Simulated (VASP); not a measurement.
Zn, 1 atom in the cell. It takes space group Pm-3m (No. 221, cubic). Conventional cell: a = 2.519 Å, b = 2.519 Å, c = 2.519 Å, α = 90.00°, β = 90.00°, γ = 90.00°. Zn (site symmetry m-3m) has 6 Zn at 2.52 Å within 3.3 Å. This isn't the form of Zn at room conditions, which is hcp.

* Program: VASP 6.6.1
* Task: single point
* Functional: PBE
* Potentials or basis: VASP PAW PBE potentials, release 64 (Zn)
* Cutoff: 520 eV
* k mesh: 20 × 20 × 20
* Occupations: fermi-dirac, width 0.1 eV
* Spin: no spin polarisation
* Dipole correction: no
* Further INCAR settings: ALGO = Normal; EDIFF = 1e-07; NBANDS = 12

Potentials or basis: VASP PAW PBE potentials, release 64 (Zn).

Launch:

```console
$ cat potpaw_PBE.64/Zn/POTCAR > POTCAR
$ mpirun -np 1 vasp_std > vasp.out
```

Hardware: 1 thread of Intel Xeon 8259CL (shared host).

Question: How long does it take, and how much memory?

Answer: Run time: 54 s on 1 thread of Intel Xeon 8259CL (shared host), peak memory 0.16 GiB. Counts: scf iterations 13, k points 286.
